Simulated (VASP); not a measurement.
A run of VASP 6.6.1:

File INCAR:

```
PREC = Accurate
ENCUT = 600
EDIFF = 1E-6
ISMEAR = 0
SIGMA = 0.02
LREAL = False
LASPH = True
NELM = 120
ALGO = Normal
ISIF = 2
LWAVE = False
LCHARG = False
GGA = PE
NBANDS = 11
GGA_COMPAT = False
```

The input KPOINTS:

```
Automatic mesh
0
Gamma
  10 10 10
```

POSCAR

```
MgO
1.0
    0.0000000000      2.1078276426      2.1078276426
    2.1078276426      0.0000000000      2.1078276426
    2.1078276426      2.1078276426      0.0000000000
Mg O
1 1
Direct
    0.0000000000      0.0000000000      0.0000000000
    0.5000000000      0.5000000000      0.5000000000
```

Potentials or basis: VASP PAW PBE potentials, release 64 (Mg, O).

The run is started by

```sh
$ cat potpaw_PBE.64/Mg/POTCAR potpaw_PBE.64/O/POTCAR > POTCAR
$ mpirun -np 1 vasp_std > vasp.out
```

Hardware: 1 thread of Intel Xeon 8259CL, with other jobs on the host.

Q: How long does it take, and how much memory?

A: Wall time 16 s on 1 thread of Intel Xeon 8259CL (shared host), peak memory 0.14 GiB. Counts: scf iterations 12, k points 47.
